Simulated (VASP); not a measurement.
# CuO (zincblende type) (F-43m) in VASP: a series of runs

Runs on CuO (zincblende type). Level: PBE. Tasks: electric field gradients.

All numbers are computed with VASP 6.6.1; they aren't measurements. Logs are shortened: lines on timing, memory, paths and dates and some standing lists are left out, and cuts for length are marked.

## Step 1: The cell of the first run

Symmetry: F-43m, No. 216, cubic system. Conventional cell: a = 4.524 Å, b = 4.524 Å, c = 4.524 Å, α = 90.00°, β = 90.00°, γ = 90.00°. Cu (site symmetry -43m) has 4 O at 1.96 Å within 2.6 Å. Within 2.6 Å of O (site symmetry -43m) lie 4 Cu at 1.96 Å.

## Step 2: Electric field gradients, PBE

INCAR

```
PREC = Accurate ; ENCUT = 520
EDIFF = 1E-8 ; ISMEAR = -1
SIGMA = 0.05 ; LREAL = F
LASPH = T ; NELM = 100
ALGO = Normal ; ISIF = 2
LWAVE = F ; LCHARG = F
GGA = PE ; LEFG = T
NBANDS = 16
```

KPOINTS

```
Automatic mesh
0
Gamma
  5 5 5
```

POSCAR

```
CuO
1.0
    0.0000000000      2.2618016073      2.2618016073
    2.2618016073      0.0000000000      2.2618016073
    2.2618016073      2.2618016073      0.0000000000
Cu O
1 1
Direct
    0.0000000000      0.0000000000      0.0000000000
    0.2500000000      0.2500000000      0.2500000000
```

Potentials or basis: VASP PAW PBE potentials, release 64 (Cu, O).

The run is started by

```console
> cat potpaw_PBE.64/Cu/POTCAR potpaw_PBE.64/O/POTCAR > POTCAR
> mpirun -np 1 vasp_std > vasp.out
```

OUTCAR:

```text
PREC = Accurate
   ENCUT = 520
   EDIFF = 1E-8
   ISMEAR = -1
   LREAL = F
   LASPH = T
   NELM = 100
   ISIF = 2
   GGA = PE

 ion  position               nearest neighbor table
   1  0.000  0.000  0.000-   2 1.96   2 1.96   2 1.96   2 1.96
   2  0.250  0.250  0.250-   1 1.96   1 1.96   1 1.96   1 1.96

  LATTYP: Found a face centered cubic cell.
 ALAT       =     4.5236032146

  Lattice vectors:

 A1 = (   0.0000000000,   2.2618016073,   2.2618016073)
 A2 = (   2.2618016073,   0.0000000000,   2.2618016073)
 A3 = (   2.2618016073,   2.2618016073,   0.0000000000)

Analysis of symmetry for initial positions (statically):
=====================================================================
 Subroutine PRICEL returns:
 Original cell was already a primitive cell.

 Routine SETGRP: Setting up the symmetry group for a
 face centered cubic supercell.

 Subroutine GETGRP returns: Found 24 space group operations
 (whereof 24 operations were pure point group operations)
 out of a pool of 48 trial point group operations.

The static configuration has the point symmetry T_d .

Analysis of symmetry for dynamics (positions and initial velocities):
=====================================================================
 Subroutine PRICEL returns:
 Original cell was already a primitive cell.

 Routine SETGRP: Setting up the symmetry group for a
 face centered cubic supercell.

 Subroutine GETGRP returns: Found 24 space group operations
 (whereof 24 operations were pure point group operations)
 out of a pool of 48 trial point group operations.

The dynamic configuration has the point symmetry T_d .

 Subroutine INISYM returns: Found 24 space group operations
 (whereof 24 operations are pure point group operations),
 and found     1 'primitive' translations

----------------------------------------------------------------------------------------

                                     Primitive cell

  volume of cell :      23.1416

[... 103 lines left out ...]
   LRPA    =     F    only Hartree local field effects (RPA)
 non-spin polarized calculation
  energy-cutoff  :      520.00
  volume of cell :       23.14
 maximum number of plane-waves:       635
   NGX = 11   NGY = 11   NGZ = 11

 number of electron      17.0000022 magnetization

 Free energy of the ion-electron system (eV)
  ---------------------------------------------------
  ext. energy  EPLUGINS =         0.00000000
  ---------------------------------------------------
  free energy    TOTEN  =        -9.57776160 eV

  energy without entropy =       -9.56366373  energy(sigma->0) =       -9.57071266

 E-fermi :   3.9532     XC(G=0): -11.0395

 val. band max:        3.9325643121   @ k =   0.2000   0.2000   0.0000
 cond. band min:       4.0898330838   @ k =   0.4000   0.0000   0.0000
 fundamental gap:      0.1572687718
 Fermi energy:         3.9531583839

 k-point     1 :       0.0000    0.0000    0.0000
  band No.  band energies     occupation
      1     -14.8911      2.00000
      2      -0.8821      2.00000
      3      -0.8821      2.00000
      4      -0.8821      2.00000
      5       1.9812      2.00000
      6       1.9812      2.00000
[... 167 lines left out ...]
      3      -0.8462      2.00000
      4      -0.2841      2.00000
      5       1.8135      2.00000
      6       1.9797      2.00000
[... 8 lines left out ...]
     15      25.7735      0.00000
     16      28.8695      0.00000

------------------------ aborting loop because EDIFF is reached ----------------------------------------

  FORCE on cell =-STRESS in cart. coord.  units (eV):
  Direction    XX          YY          ZZ          XY          YZ          ZX
  --------------------------------------------------------------------------------------
  -------------------------------------------------------------------------------------
  Total        0.0938939      0.0938939      0.0938939     -0.0000000     -0.0000000     -0.0000000
  in kB        6.5006121      6.5006121      6.5006121     -0.0000000     -0.0000000     -0.0000000
  external PRESSURE =       6.5006121 kB  Pullay stress =       0.0000000 kB

 VOLUME and BASIS-vectors are now :
 -----------------------------------------------------------------------------
  energy-cutoff  :      520.00
  volume of cell :       23.14
      direct lattice vectors                 reciprocal lattice vectors
     0.000000000  2.261801607  2.261801607    -0.221062713  0.221062713  0.221062713
     2.261801607  0.000000000  2.261801607     0.221062713 -0.221062713  0.221062713
     2.261801607  2.261801607  0.000000000     0.221062713  0.221062713 -0.221062713

 POSITION                                       TOTAL-FORCE (eV/Angst)
 -----------------------------------------------------------------------------------
      0.00000      0.00000      0.00000         0.000000      0.000000      0.000000
      1.13090      1.13090      1.13090        -0.000000     -0.000000     -0.000000
 -----------------------------------------------------------------------------------
    total drift:                                0.000001      0.000001      0.000001

  FREE ENERGIE OF THE ION-ELECTRON SYSTEM (eV)
  ---------------------------------------------------
  free  energy   TOTEN  =        -9.5777615983 eV

  energy  without entropy=       -9.5636637288  energy(sigma->0) =       -9.57071266

 Electric field gradients (V/A^2)
---------------------------------------------------------------------
 ion       V_xx      V_yy      V_zz      V_xy      V_xz      V_yz
---------------------------------------------------------------------
   1      -0.000    -0.000    -0.000    -0.000    -0.000    -0.000
   2       0.000     0.000     0.000     0.002     0.002     0.002
---------------------------------------------------------------------

 Electric field gradients after diagonalization (V/A^2)
 (convention: |V_zz| > |V_xx| > |V_yy|)
----------------------------------------------------------------------
 ion       V_xx      V_yy      V_zz     asymmetry (V_yy - V_xx)/ V_zz
----------------------------------------------------------------------
   1       0.000     0.000    -0.001       0.000
   2      -0.002    -0.002     0.003       0.000
----------------------------------------------------------------------

           NMR quadrupolar parameters

 Cq : quadrupolar parameter    Cq=e*Q*V_zz/h
 eta: asymmetry parameters     (V_yy - V_xx)/ V_zz
 Q  : nuclear electric quadrupole moment in mb (millibarn)
----------------------------------------------------------------------
 ion       Cq(MHz)       eta       Q (mb)
----------------------------------------------------------------------
   1      -0.000       0.000       1.000
   2       0.000       0.000       1.000
----------------------------------------------------------------------
```

Wall time 12 s (1 thread of Intel Xeon 8259CL, shared host); peak memory 0.13 GiB.

Results:

```yaml
Free_energy: -9.5778 eV
Pressure: 0.7 GPa
Band_gap_on_the_k_mesh: zero (an odd number of electrons rules out a gap without spin polarisation)
Largest_electric_field_gradient_by_atom: zero within the noise of the run
```

Caveat: the k points lie up to 0.48 Å⁻¹ apart, too coarse for converged energies and pressures of a metal; an odd number of electrons without spin polarisation forces a metal; a magnetic or distorted state may lie lower; semilocal functionals often make such compounds metallic where correlation or magnetic order opens a gap, which also shifts bond lengths.

## Step 3: Electric field gradients, PBE

INCAR

```
SYSTEM = CuO
PREC = Accurate
ENCUT = 520
EDIFF = 1E-8
ISMEAR = -1
SIGMA = 0.05
LREAL = .False.
LASPH = .True.
NELM = 80
ALGO = Normal
ISIF = 2
LWAVE = .False.
LCHARG = .False.
GGA = PE
LEFG = .True.
NBANDS = 16
```

KPOINTS

```
regular mesh
0
Gamma
  8 8 8
  0 0 0
```

POSCAR is that of step 2.

Potentials or basis: VASP PAW PBE potentials, release 64 (Cu, O).

The run is started by

```console
> cat potpaw_PBE.64/Cu/POTCAR potpaw_PBE.64/O/POTCAR > POTCAR
> mpirun -np 1 vasp_std > vasp.out
```

OUTCAR:

```text
SYSTEM = CuO
   PREC = Accurate
   ENCUT = 520
   EDIFF = 1E-8
   ISMEAR = -1
   LREAL = .False.
   LASPH = .True.
   NELM = 80
   ISIF = 2
   GGA = PE

 ion  position               nearest neighbor table
   1  0.000  0.000  0.000-   2 1.96   2 1.96   2 1.96   2 1.96
   2  0.250  0.250  0.250-   1 1.96   1 1.96   1 1.96   1 1.96

  LATTYP: Found a face centered cubic cell.
 ALAT       =     4.5236032146

  Lattice vectors:

 A1 = (   0.0000000000,   2.2618016073,   2.2618016073)
 A2 = (   2.2618016073,   0.0000000000,   2.2618016073)
 A3 = (   2.2618016073,   2.2618016073,   0.0000000000)

Analysis of symmetry for initial positions (statically):
=====================================================================
 Subroutine PRICEL returns:
 Original cell was already a primitive cell.

 Routine SETGRP: Setting up the symmetry group for a
 face centered cubic supercell.

 Subroutine GETGRP returns: Found 24 space group operations
 (whereof 24 operations were pure point group operations)
 out of a pool of 48 trial point group operations.

The static configuration has the point symmetry T_d .

Analysis of symmetry for dynamics (positions and initial velocities):
=====================================================================
 Subroutine PRICEL returns:
 Original cell was already a primitive cell.

 Routine SETGRP: Setting up the symmetry group for a
 face centered cubic supercell.

 Subroutine GETGRP returns: Found 24 space group operations
 (whereof 24 operations were pure point group operations)
 out of a pool of 48 trial point group operations.

The dynamic configuration has the point symmetry T_d .

 Subroutine INISYM returns: Found 24 space group operations
 (whereof 24 operations are pure point group operations),
 and found     1 'primitive' translations

----------------------------------------------------------------------------------------

                                     Primitive cell

  volume of cell :      23.1416

  direct lattice vectors                    reciprocal lattice vectors
     0.000000000  2.261801607  2.261801607    -0.221062713  0.221062713  0.221062713
     2.261801607  0.000000000  2.261801607     0.221062713 -0.221062713  0.221062713
     2.261801607  2.261801607  0.000000000     0.221062713  0.221062713 -0.221062713

  length of vectors
     3.198670508  3.198670508  3.198670508     0.382891851  0.382891851  0.382891851

  position of ions in fractional coordinates (direct lattice)
     0.000000000  0.000000000  0.000000000
     0.250000000  0.250000000  0.250000000

  ion indices of the primitive-cell ions
   primitive index   ion index
                 1           1
                 2           2

----------------------------------------------------------------------------------------

 KPOINTS: regular mesh

Automatic generation of k-mesh.
 Grid dimensions read from file:
 generate k-points for:    8    8    8
[... 70 lines left out ...]
   ISIF   =      2    stress and relaxation
   ISYM   =      2    0-nonsym 1-usesym 2-fastsym
   POTIM  = 0.5000    time-step for ionic-motion
   TEBEG  =    0.0;   TEEND  =   0.0 temperature during run
   PSTRESS=    0.0 pullay stress
   NELECT =      17.0000    total number of electrons
   NUPDOWN=      -1.0000    fix difference up-down
   EMIN   =  10.00;   EMAX   =-10.00  energy-range for DOS
   EFERMI =   0.00;   METHOD = LEGACY
   ISMEAR =    -1;   SIGMA  =   0.05  broadening in eV -4-tet -1-fermi 0-gaus
   EFERMI_NEDOS =   21; number of points for ismear=-14 and -15
   IALGO  =     38    algorithm
   IMIX   =      4    mixing-type and parameters
     AMIX     =   0.40;   BMIX     =  1.00
     AMIX_MAG =   1.60;   BMIX_MAG =  1.00
  volume/ion in A,a.u.               =      11.57        78.08
  Fermi-wavevector in a.u.,A,eV,Ry     =   1.477157  2.791422 29.687811  2.181993
  Thomas-Fermi vector in A             =   2.591595
   LORBIT       =      0    0 simple, 1 ext, 2 COOP (PROOUT), +10 PAW based schemes
   GGA     = PE    functional components
   LHFCALC =     F    Hartree Fock is set to
   AEXX    =    0.0000 exact exchange contribution
   IVDW    =     0    specifies the selected vdW correction
   LEPSILON=     F    determine dielectric tensor
   LRPA    =     F    only Hartree local field effects (RPA)
 non-spin polarized calculation
  energy-cutoff  :      520.00
  volume of cell :       23.14
 maximum number of plane-waves:       636
   NGX = 11   NGY = 11   NGZ = 11

 number of electron      17.0000022 magnetization

 Free energy of the ion-electron system (eV)
  ---------------------------------------------------
  ext. energy  EPLUGINS =         0.00000000
  ---------------------------------------------------
  free energy    TOTEN  =        -9.56985746 eV

  energy without entropy =       -9.55162914  energy(sigma->0) =       -9.56074330

 E-fermi :   4.0147     XC(G=0): -11.0360

 val. band max:        3.9940777105   @ k =   0.5000   0.0000   0.0000
 cond. band min:       4.0493655410   @ k =  -0.3750   0.1250   0.0000
 fundamental gap:      0.0552878304
 Fermi energy:         4.0146731393

 k-point     1 :       0.0000    0.0000    0.0000
  band No.  band energies     occupation
      1     -14.8766      2.00000
      2      -0.8759      2.00000
      3      -0.8759      2.00000
      4      -0.8759      2.00000
      5       1.9751      2.00000
      6       1.9751      2.00000
[... 433 lines left out ...]
      3      -0.8813      2.00000
      4      -0.4299      2.00000
      5       1.8533      2.00000
      6       2.0591      2.00000
[... 8 lines left out ...]
     15      25.0806      0.00000
     16      28.0930      0.00000

 [... further k-points ...]

------------------------ aborting loop because EDIFF is reached ----------------------------------------

  FORCE on cell =-STRESS in cart. coord.  units (eV):
  Direction    XX          YY          ZZ          XY          YZ          ZX
  --------------------------------------------------------------------------------------
  -------------------------------------------------------------------------------------
  Total        0.0878471      0.0878471      0.0878471      0.0000000      0.0000000      0.0000000
  in kB        6.0819763      6.0819763      6.0819763      0.0000000      0.0000000      0.0000000
  external PRESSURE =       6.0819763 kB  Pullay stress =       0.0000000 kB

 VOLUME and BASIS-vectors are now :
 -----------------------------------------------------------------------------
  energy-cutoff  :      520.00
  volume of cell :       23.14
      direct lattice vectors                 reciprocal lattice vectors
     0.000000000  2.261801607  2.261801607    -0.221062713  0.221062713  0.221062713
     2.261801607  0.000000000  2.261801607     0.221062713 -0.221062713  0.221062713
     2.261801607  2.261801607  0.000000000     0.221062713  0.221062713 -0.221062713

 POSITION                                       TOTAL-FORCE (eV/Angst)
 -----------------------------------------------------------------------------------
      0.00000      0.00000      0.00000        -0.000000     -0.000000      0.000000
      1.13090      1.13090      1.13090         0.000000      0.000000     -0.000000
 -----------------------------------------------------------------------------------
    total drift:                                0.000001      0.000001      0.000001

  FREE ENERGIE OF THE ION-ELECTRON SYSTEM (eV)
  ---------------------------------------------------
  free  energy   TOTEN  =        -9.5698574575 eV

  energy  without entropy=       -9.5516291375  energy(sigma->0) =       -9.56074330

 Electric field gradients (V/A^2)
---------------------------------------------------------------------
 ion       V_xx      V_yy      V_zz      V_xy      V_xz      V_yz
---------------------------------------------------------------------
   1       0.000     0.000    -0.000    -0.000    -0.000    -0.000
   2      -0.000    -0.000     0.000     0.002     0.002     0.002
---------------------------------------------------------------------

 Electric field gradients after diagonalization (V/A^2)
 (convention: |V_zz| > |V_xx| > |V_yy|)
----------------------------------------------------------------------
 ion       V_xx      V_yy      V_zz     asymmetry (V_yy - V_xx)/ V_zz
----------------------------------------------------------------------
   1       0.000     0.000    -0.001       0.000
   2      -0.002    -0.002     0.003       0.000
----------------------------------------------------------------------

           NMR quadrupolar parameters

 Cq : quadrupolar parameter    Cq=e*Q*V_zz/h
 eta: asymmetry parameters     (V_yy - V_xx)/ V_zz
 Q  : nuclear electric quadrupole moment in mb (millibarn)
----------------------------------------------------------------------
 ion       Cq(MHz)       eta       Q (mb)
----------------------------------------------------------------------
   1      -0.000       0.000       1.000
   2       0.000       0.000       1.000
----------------------------------------------------------------------
```

OSZICAR:

```text
N       E                     dE             d eps       ncg     rms          rms(c)
DAV:   1     0.949700437895E+02    0.94970E+02   -0.81979E+03   976   0.153E+03
DAV:   2    -0.658373282807E+01   -0.10155E+03   -0.91002E+02   976   0.287E+02
DAV:   3    -0.125388900989E+02   -0.59552E+01   -0.57255E+01  1184   0.700E+01
DAV:   4    -0.126036083122E+02   -0.64718E-01   -0.64695E-01  1040   0.726E+00
DAV:   5    -0.126047709448E+02   -0.11626E-02   -0.11626E-02  1240   0.102E+00    0.120E+01
DAV:   6    -0.114615318795E+02    0.11432E+01   -0.19613E+01  1040   0.117E+02    0.992E+00
DAV:   7    -0.957829781754E+01    0.18832E+01   -0.65816E+00  1168   0.927E+01    0.163E+00
DAV:   8    -0.959216239147E+01   -0.13865E-01   -0.39360E-01   976   0.540E+00    0.109E+00
DAV:   9    -0.957238803187E+01    0.19774E-01   -0.44836E-02  1568   0.515E+00    0.458E-01
DAV:  10    -0.956984032268E+01    0.25477E-02   -0.67043E-03  1440   0.170E+00    0.222E-01
DAV:  11    -0.956977869544E+01    0.61627E-04   -0.18432E-03  1048   0.409E-01    0.472E-02
DAV:  12    -0.956982970715E+01   -0.51012E-04   -0.75207E-05  1224   0.130E-01    0.532E-02
DAV:  13    -0.956985830334E+01   -0.28596E-04   -0.53835E-05  1080   0.811E-02    0.107E-02
DAV:  14    -0.956985760967E+01    0.69367E-06   -0.23034E-06  1344   0.159E-02    0.548E-03
DAV:  15    -0.956985743102E+01    0.17866E-06   -0.65702E-07  1072   0.797E-03    0.673E-04
DAV:  16    -0.956985744848E+01   -0.17465E-07   -0.40462E-08  1216   0.205E-03    0.277E-04
DAV:  17    -0.956985745748E+01   -0.89981E-08   -0.92023E-10   624   0.652E-04
   1 F= -.95698575E+01 E0= -.95607433E+01  d E =-.182283E-01
```

stdout:

```text
POSCAR found type information on POSCAR CuO
 POSCAR found :  2 types and       2 ions
 scaLAPACK will be used
 LDA part: xc-table for (Slater+PW92), standard interpolation
 POSCAR, INCAR and KPOINTS ok, starting setup
 FFT: planning ... GRIDC
 FFT: planning ... GRID_SOFT
 FFT: planning ... GRID
 WAVECAR not read
 entering main loop
ion   1

ion   2
```

It took 20 s on 1 thread of Intel Xeon 8259CL, shared host; peak memory 0.14 GiB.

What came out:

```
Free energy                             : -9.5699 eV
Pressure                                : 0.6 GPa
Band gap on the k mesh                  : zero (an odd number of electrons rules out a gap without spin polarisation)
Largest electric field gradient by atom : zero within the noise of the run
```

Levels at points of the mesh, in eV from the Fermi level:
```
           k point  band 5  band 6  band 7  band 8  band 9  band 10  band 11  band 12  band 13  band 14
(0.00, 0.00, 0.00)   -2.04   -2.04    0.80    0.80    0.80     0.98    14.37    14.37    14.37    21.06
(0.50, 0.00, 0.00)   -1.93   -1.93   -1.82   -0.02   -0.02     6.16     7.92    13.98    13.98    17.96
(0.50, 0.50, 0.00)   -2.29   -1.81   -1.40   -1.14   -1.14     5.85     9.98    11.56    14.82    14.82
```

Caveat: an odd number of electrons without spin polarisation forces a metal; a magnetic or distorted state may lie lower; semilocal functionals often make such compounds metallic where correlation or magnetic order opens a gap, which also shifts bond lengths. With open d or f shells a metallic result of PBE can be an artefact of self-interaction; +U or a hybrid may open a gap.

(Part 1 of 2 ends here.)
